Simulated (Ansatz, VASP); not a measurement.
CdSe: VASP beside Ansatz

INCAR

```
SYSTEM = CdSe
PREC = Accurate ; ENCUT = 520
EDIFF = 1E-6 ; ISMEAR = 0
SIGMA = 0.05 ; LREAL = .False.
LASPH = .True. ; NELM = 100
ALGO = Normal ; ISIF = 2
LWAVE = .False. ; LCHARG = .True.
GGA = PS ; LELF = .True.
LVHAR = .True. ; NBANDS = 16
```

KPOINTS

```
Automatic mesh
0
Gamma
  10 10 10
  0 0 0
```

POSCAR

```
CdSe
1.0
    0.0000000000      3.2386725226      3.2386725226
    3.2386725226      0.0000000000      3.2386725226
    3.1536033910      3.1536033910      0.0850691316
Cd Se
1 1
Direct
    0.0000000000      0.0000000000      0.0000000000
    0.7500000000      0.7500000000      0.7500000000
```

Input for Ansatz:

```yaml
crystal:
  lattice:
    - [0.0, 3.2386725226, 3.2386725226]
    - [3.2386725226, 0.0, 3.2386725226]
    - [3.153603391, 3.153603391, 0.0850691316]
  atoms:
    - { symbol: Cd, position: [0.0, 0.0, 0.0] }
    - { symbol: Se, position: [0.75, 0.75, 0.75] }
basis:
  ecutwfc: 420
kpoints:
  mp_grid: { grid: [10, 10, 10] }
hamiltonian:
  xc: pbesol
scf:
  occupations: { method: gaussian, width: 0.05 }
output:
  forces: true
  stress: true
  eigenvalues: true
  write_density: true
  write_potential: true
  elf: true
  volumetric_format: npy
```

Alike in both runs: task single point; functional PBEsol; k mesh 10 × 10 × 10; occupations gaussian, width 0.05 eV; no spin polarisation.

|  | VASP | Ansatz |
| --- | --- | --- |
| version | VASP 6.6.1 | Ansatz 0.2.0 |
| potentials or method | VASP PAW PBE potentials, release 64 (Cd, Se), cutoff 520 eV | scalar-relativistic, plane waves, PAW |
| valence electrons in the cell | 18 | 36 |

```csv
,VASP,Ansatz,Ansatz less VASP
gap on the k mesh at the Fermi level (eV),0.26,0.27,+0.001
least direct gap on the mesh (eV),0.26,0.27,+0.001
pressure (GPa),-5.2,-5.4,-0.18
"traceless stress, the component that is largest in VASP (GPa)",0.70,0.68,-0.019
rms of the force components (eV/Å),0.068,0.063,-0.0050
```

VASP's potentials were made for PBE, not for PBEsol. Atom by atom the forces differ by 0.005 eV/Å (rms over components). VASP's potentials hold 18 valence electrons a cell and Ansatz's 36, so a difference there can come from the potentials and not from the codes.
